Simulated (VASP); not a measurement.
Input of a VASP 6.6.1 run:

INCAR

```
  PREC = Accurate
  ENCUT = 520
  EDIFF = 1E-6
  ISMEAR = -1
  SIGMA = 0.05
  LREAL = F
  LASPH = T
  NELM = 100
  ALGO = Normal
  ISIF = 2
  LWAVE = F
  LCHARG = F
  GGA = PS
  NBANDS = 10
```

Contents of KPOINTS:

```
Automatic mesh
0
Gamma
  9 9 9
```

POSCAR

```
I
1.0
    0.0000000000      2.3173093325      3.8300250810
    2.1474932061      0.0000000000      3.8300250810
    2.1474932061      2.3173093325      0.0000000000
I
1
Direct
    0.0000000000      0.0000000000      0.0000000000
```

Potentials or basis: VASP PAW PBE potentials, release 64 (I).

Launch:

```bash
$ cat potpaw_PBE.64/I/POTCAR > POTCAR
$ mpirun -np 1 vasp_std > vasp.out
```

Q: What does it give for the pressure?

A: 0.3 GPa.

Stress tensor (GPa, compression positive):
```
 0.49  0.00  0.00
 0.00  0.58  0.00
 0.00  0.00 -0.27
```

Caveat: the PAW data sets were made with another functional, which shifts forces and pressure a little; an odd number of electrons without spin polarisation forces a metal; a magnetic or distorted state may lie lower.
